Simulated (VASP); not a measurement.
# F (C2/m) in VASP: further runs, part 2 of 2

VASP 6.6.1. The steps go on from the part before.

## (3) Single point, PBEsol

The input, INCAR:

```
PREC = Accurate
ENCUT = 520
EDIFF = 1E-6
ISMEAR = 0
SIGMA = 0.05
LREAL = F
LASPH = T
NELM = 60
ALGO = Normal
ISIF = 2
LWAVE = F
LCHARG = F
GGA = PS
NBANDS = 22
```

The input, KPOINTS:

```
regular mesh
0
Gamma
  4 4 2
```

The input, POSCAR:

```
F
1.0
    3.1849756493     -1.8305146634     -0.2456527984
    3.1849756493      1.8305146634     -0.2456527984
   -2.3948583866      0.0000000000      7.3307098205
F
4
Direct
    0.0848459664      0.0848459664      0.1139841296
    0.9151540336      0.9151540336      0.8860158704
    0.5015719855      0.5015719855      0.5937195244
    0.4984280145      0.4984280145      0.4062804756
```

Potentials or basis: VASP PAW PBE potentials, release 64 (F).

The run is started by

```
$ cat potpaw_PBE.64/F/POTCAR > POTCAR
$ mpirun -np 1 vasp_std > vasp.out
```

OUTCAR:

```text
PREC = Accurate
   ENCUT = 520
   EDIFF = 1E-6
   ISMEAR = 0
   LREAL = F
   LASPH = T
   NELM = 60
   ISIF = 2
   GGA = PS

 ion  position               nearest neighbor table
   1  0.085  0.085  0.114-   2 1.68
   2  0.915  0.915  0.886-   1 1.68
   3  0.502  0.502  0.594-   4 1.44
   4  0.498  0.498  0.406-   3 1.44

  LATTYP: Found a base centered monoclinic cell.
 ALAT       =     6.3888700672
 B/A-ratio  =     0.5730323654
 C/A-ratio  =     1.2070962569
 COS(beta)  =    -0.3827161857

  Lattice vectors:

 A1 = (   3.1849756493,  -1.8305146634,  -0.2456527984)
 A2 = (   3.1849756493,   1.8305146634,  -0.2456527984)
 A3 = (  -2.3948583866,   0.0000000000,   7.3307098205)

Analysis of symmetry for initial positions (statically):
=====================================================================
 Subroutine PRICEL returns:
 Original cell was already a primitive cell.

 Routine SETGRP: Setting up the symmetry group for a
 base centered monoclinic supercell.

 Subroutine GETGRP returns: Found  4 space group operations
 (whereof  4 operations were pure point group operations)
 out of a pool of  4 trial point group operations.

The static configuration has the point symmetry C_2h.

Analysis of symmetry for dynamics (positions and initial velocities):
=====================================================================
 Subroutine PRICEL returns:
 Original cell was already a primitive cell.

 Routine SETGRP: Setting up the symmetry group for a
 base centered monoclinic supercell.

 Subroutine GETGRP returns: Found  4 space group operations
 (whereof  4 operations were pure point group operations)
 out of a pool of  4 trial point group operations.

The dynamic configuration has the point symmetry C_2h.

 Subroutine INISYM returns: Found  4 space group operations
 (whereof  4 operations are pure point group operations),
 and found     1 'primitive' translations

----------------------------------------------------------------------------------------

                                     Primitive cell

  volume of cell :      83.3244

  direct lattice vectors                    reciprocal lattice vectors
     3.184975649 -1.830514663 -0.245652798     0.161044926 -0.273147225  0.052611521
     3.184975649  1.830514663 -0.245652798     0.161044926  0.273147225  0.052611521
    -2.394858387  0.000000000  7.330709821     0.010793262  0.000000000  0.139938472

  length of vectors
     3.681738600  3.681738600  7.711981144     0.321423158  0.321423158  0.140354090

  position of ions in fractional coordinates (direct lattice)
     0.084845966  0.084845966  0.113984130
     0.915154034  0.915154034  0.886015870
     0.501571985  0.501571985  0.593719524
     0.498428014  0.498428014  0.406280476

  ion indices of the primitive-cell ions
   primitive index   ion index
                 1           1
                 2           2
                 3           3
                 4           4

----------------------------------------------------------------------------------------

 KPOINTS: regular mesh

Automatic generation of k-mesh.
[... 23 lines left out ...]
  0.000000  0.000000  0.000000      1.000000
  0.250000  0.000000  0.000000      4.000000
  0.500000  0.000000  0.000000      2.000000
  0.250000  0.250000  0.000000      2.000000
  0.500000  0.250000  0.000000      4.000000
 -0.250000  0.250000  0.000000      2.000000
  0.500000  0.500000  0.000000      1.000000
 -0.000000 -0.000000  0.500000      1.000000
  0.250000 -0.000000  0.500000      4.000000
  0.500000  0.000000  0.500000      2.000000
  0.250000  0.250000  0.500000      2.000000
  0.500000  0.250000  0.500000      4.000000
 -0.250000  0.250000  0.500000      2.000000
  0.500000  0.500000  0.500000      1.000000
   k-points           NKPTS =     14   k-points in BZ     NKDIM =     14   number of bands    NBANDS=     22
   number of dos      NEDOS =    301   number of ions     NIONS =      4
   total plane-waves  NPLWV =  47040
   dimension x,y,z NGX =    28 NGY =   28 NGZ =   60
   dimension x,y,z NGXF=    56 NGYF=   56 NGZF=  120
   ions per type =               4
   NGX,Y,Z   is equivalent  to a cutoff of  12.64, 12.64, 12.93 a.u.
   NGXF,Y,Z  is equivalent  to a cutoff of  25.29, 25.29, 25.87 a.u.
 SYSTEM =  unknown system
   PREC   = accura    normal or accurate (medium, high low for compatibility)
   ISTART =      0    job   : 0-new  1-cont  2-samecut
   ICHARG =      2    charge: 1-file 2-atom 10-const
   ISPIN  =      1    spin polarized calculation?
   LNONCOLLINEAR =      F non collinear calculations
   LSORBIT =      F    spin-orbit coupling
   LASPH  =      T    aspherical Exc in radial PAW
   ENCUT  =  520.0 eV  38.22 Ry    6.18 a.u.   6.85  6.85 14.34*2*pi/ulx,y,z
   NELM   =     60;   NELMIN=  2; NELMDL= -5     # of ELM steps
   EDIFF  = 0.1E-05   stopping-criterion for ELM
   LREAL  =      F    real-space projection
   EDIFFG = 0.1E-04   stopping-criterion for IOM
   NSW    =      0    number of steps for IOM
   IBRION =     -1    ionic relax: 0-MD 1-quasi-New 2-CG
   NFREE  =      0    steps in history (QN), initial steepest desc. (CG)
   ISIF   =      2    stress and relaxation
   ISYM   =      2    0-nonsym 1-usesym 2-fastsym
   POTIM  = 0.5000    time-step for ionic-motion
   TEBEG  =    0.0;   TEEND  =   0.0 temperature during run
   PSTRESS=    0.0 pullay stress
   NELECT =      28.0000    total number of electrons
   NUPDOWN=      -1.0000    fix difference up-down
   EMIN   =  10.00;   EMAX   =-10.00  energy-range for DOS
   EFERMI =   0.00;   METHOD = LEGACY
   ISMEAR =     0;   SIGMA  =   0.05  broadening in eV -4-tet -1-fermi 0-gaus
   EFERMI_NEDOS =   21; number of points for ismear=-14 and -15
   IALGO  =     38    algorithm
   IMIX   =      4    mixing-type and parameters
     AMIX     =   0.40;   BMIX     =  1.00
     AMIX_MAG =   1.60;   BMIX_MAG =  1.00
  volume/ion in A,a.u.               =      20.83       140.58
  Fermi-wavevector in a.u.,A,eV,Ry     =   1.138160  2.150811 17.625108  1.295409
  Thomas-Fermi vector in A             =   2.274865
   LORBIT       =      0    0 simple, 1 ext, 2 COOP (PROOUT), +10 PAW based schemes
   GGA     = PS    functional components
   LHFCALC =     F    Hartree Fock is set to
   AEXX    =    0.0000 exact exchange contribution
   IVDW    =     0    specifies the selected vdW correction
   LEPSILON=     F    determine dielectric tensor
   LRPA    =     F    only Hartree local field effects (RPA)
 non-spin polarized calculation
 Gauss-broadening in eV      SIGMA  =   0.05
  energy-cutoff  :      520.00
  volume of cell :       83.32
 maximum number of plane-waves:      2272
   NGX = 13   NGY = 13   NGZ = 29

 number of electron      27.9999991 magnetization

 Free energy of the ion-electron system (eV)
  ---------------------------------------------------
  ext. energy  EPLUGINS =         0.00000000
  ---------------------------------------------------
  free energy    TOTEN  =        -7.05817980 eV

  energy without entropy =       -7.05817980  energy(sigma->0) =       -7.05817980

 E-fermi :  -6.2808     XC(G=0):  -6.5204

 val. band max:       -6.5794585597   @ k =   0.5000   0.5000   0.0000
 cond. band min:      -5.5611816463   @ k =   0.0000   0.0000   0.0000
 fundamental gap:      1.0182769134
 Fermi energy:        -6.2807553697

 k-point     1 :       0.0000    0.0000    0.0000
  band No.  band energies     occupation
      1     -31.0195      2.00000
      2     -28.2696      2.00000
      3     -25.4621      2.00000
      4     -25.0210      2.00000
      5     -12.6951      2.00000
      6     -10.9880      2.00000
[... 339 lines left out ...]
     21       8.5436      0.00000
     22       8.6317      0.00000

------------------------ aborting loop because EDIFF is reached ----------------------------------------

  FORCE on cell =-STRESS in cart. coord.  units (eV):
  Direction    XX          YY          ZZ          XY          YZ          ZX
  --------------------------------------------------------------------------------------
  -------------------------------------------------------------------------------------
  Total       -1.2927732     -0.2849929     -7.9466936      0.0000000      0.0000000     -1.8006762
  in kB      -24.8576871     -5.4798972   -152.8005290      0.0000000      0.0000000    -34.6237425
  external PRESSURE =     -61.0460378 kB  Pullay stress =       0.0000000 kB

 VOLUME and BASIS-vectors are now :
 -----------------------------------------------------------------------------
  energy-cutoff  :      520.00
  volume of cell :       83.32
      direct lattice vectors                 reciprocal lattice vectors
     3.184975649 -1.830514663 -0.245652798     0.161044926 -0.273147225  0.052611521
     3.184975649  1.830514663 -0.245652798     0.161044926  0.273147225  0.052611521
    -2.394858387  0.000000000  7.330709821     0.010793262  0.000000000  0.139938472

 POSITION                                       TOTAL-FORCE (eV/Angst)
 -----------------------------------------------------------------------------------
      0.26749      0.00000      0.79390        -1.228482      0.000000     -3.856735
      3.70760      0.00000      6.04550         1.228482      0.000000      3.856735
      1.77311      0.00000      4.10596         0.363259      0.000000     -0.879134
      2.20198      0.00000      2.73344        -0.363259      0.000000      0.879134
 -----------------------------------------------------------------------------------
    total drift:                                0.000000     -0.000000     -0.000000

  FREE ENERGIE OF THE ION-ELECTRON SYSTEM (eV)
  ---------------------------------------------------
  free  energy   TOTEN  =        -7.0581797995 eV

  energy  without entropy=       -7.0581797995  energy(sigma->0) =       -7.05817980
```

OSZICAR:

```text
N       E                     dE             d eps       ncg     rms          rms(c)
DAV:   1     0.179757450303E+03    0.17976E+03   -0.14943E+04   624   0.113E+03
DAV:   2     0.104236186152E+01   -0.17872E+03   -0.17382E+03   878   0.278E+02
DAV:   3    -0.863312941753E+01   -0.96755E+01   -0.96208E+01   700   0.638E+01
DAV:   4    -0.869775528564E+01   -0.64626E-01   -0.64622E-01   664   0.604E+00
DAV:   5    -0.869816953331E+01   -0.41425E-03   -0.41424E-03   712   0.462E-01    0.110E+01
DAV:   6    -0.748727702840E+01    0.12109E+01   -0.39933E-01   652   0.586E+00    0.620E+00
DAV:   7    -0.706292781056E+01    0.42435E+00   -0.52865E-01   676   0.643E+00    0.586E-01
DAV:   8    -0.705871357596E+01    0.42142E-02   -0.63107E-02   688   0.180E+00    0.185E-01
DAV:   9    -0.705851201948E+01    0.20156E-03   -0.42565E-03   670   0.495E-01    0.849E-02
DAV:  10    -0.705824969088E+01    0.26233E-03   -0.72814E-04   716   0.178E-01    0.343E-02
DAV:  11    -0.705817107176E+01    0.78619E-04   -0.32656E-04   664   0.130E-01    0.177E-02
DAV:  12    -0.705817631457E+01   -0.52428E-05   -0.71837E-05   646   0.609E-02    0.725E-03
DAV:  13    -0.705817994613E+01   -0.36316E-05   -0.45952E-06   658   0.180E-02    0.332E-03
DAV:  14    -0.705817979947E+01    0.14666E-06   -0.70103E-07   458   0.606E-03
   1 F= -.70581798E+01 E0= -.70581798E+01  d E =-.280156E-18
```

It took 11 s on 1 thread of Intel Xeon 6975P-C (Granite Rapids), shared host; peak memory 0.19 GiB.

Results:

| Quantity | Value |
| --- | --- |
| Free energy | -7.0582 eV |
| Pressure | -6.1 GPa |
| Largest force | 4.048 eV/Å |
| Band gap on the k mesh | 1.02 eV, indirect (least direct gap 1.06 eV) |

Forces on the atoms (eV/Å):
```
F   -1.228  0.000 -3.857
F    1.228  0.000  3.857
F    0.363  0.000 -0.879
F   -0.363  0.000  0.879
```

Caveat: the k points lie up to 0.50 Å⁻¹ apart; the PAW data sets were made with another functional, which shifts forces and pressure a little. A k mesh can miss the band edges.

## (4) Single point, PBEsol

The input, INCAR:

```
SYSTEM = F
  PREC = Accurate
  ENCUT = 520
  EDIFF = 1E-6
  ISMEAR = 0
  SIGMA = 0.05
  LREAL = .FALSE.
  LASPH = .TRUE.
  NELM = 100
  ALGO = Normal
  ISIF = 2
  LWAVE = .FALSE.
  LCHARG = .FALSE.
  GGA = PS
  NBANDS = 22
```

The input, KPOINTS:

```
Automatic mesh
0
G
  4 4 2
  0 0 0
```

POSCAR, as its differences from that of step 3:

```diff
@@ -8,4 +8,4 @@
 Direct
-    0.0848459664      0.0848459664      0.1139841296
-    0.9151540336      0.9151540336      0.8860158704
+    0.0848459664      0.0848459664      0.0979998919
+    0.9151540336      0.9151540336      0.9020001081
     0.5015719855      0.5015719855      0.5937195244
```

The run is started by

```
$ cat potpaw_PBE.64/F/POTCAR > POTCAR
$ mpirun -np 1 vasp_std > vasp.out
```

It took 13 s on 1 thread of Intel Xeon 6975P-C (Granite Rapids), shared host; peak memory 0.19 GiB.

Results (log left out):

* Free energy: -7.7036 eV
* Pressure: -3.4 GPa
* Largest force: 2.061 eV/Å
* Band gap on the k mesh: 2.33 eV, indirect (least direct gap 2.42 eV)

Forces on the atoms (eV/Å):
```
F   -0.840  0.000 -1.882
F    0.840  0.000  1.882
F    0.290  0.000 -0.864
F   -0.290  0.000  0.864
```

Stress tensor (GPa, compression positive):
```
-1.84  0.00 -1.59
 0.00 -0.53  0.00
-1.59  0.00 -7.89
```

Levels at points of the mesh, in eV from the valence-band top:
| k point | band 12 | band 13 | band 14 | band 15 | band 16 | band 17 |
| --- | --- | --- | --- | --- | --- | --- |
| (0.00, 0.00, 0.00) | -0.12 | -0.09 | -0.09 | 2.33 | 3.12 | 8.73 |
| (0.50, 0.00, 0.00) | -0.27 | -0.21 | -0.17 | 2.55 | 3.02 | 12.46 |
| (0.50, 0.50, 0.00) | -0.24 | -0.16 | 0.00 | 2.52 | 3.01 | 12.82 |
| (0.00, 0.00, 0.50) | -0.17 | -0.11 | -0.10 | 2.48 | 2.95 | 9.49 |
| (0.50, 0.00, 0.50) | -0.28 | -0.16 | -0.05 | 2.49 | 3.07 | 12.38 |
| (0.50, 0.50, 0.50) | -0.25 | -0.12 | -0.11 | 2.55 | 3.02 | 12.41 |

Caveat: the k points lie up to 0.50 Å⁻¹ apart; the PAW data sets were made with another functional, which shifts forces and pressure a little. PBEsol gaps usually lie below the measured ones, often by a third to a half.
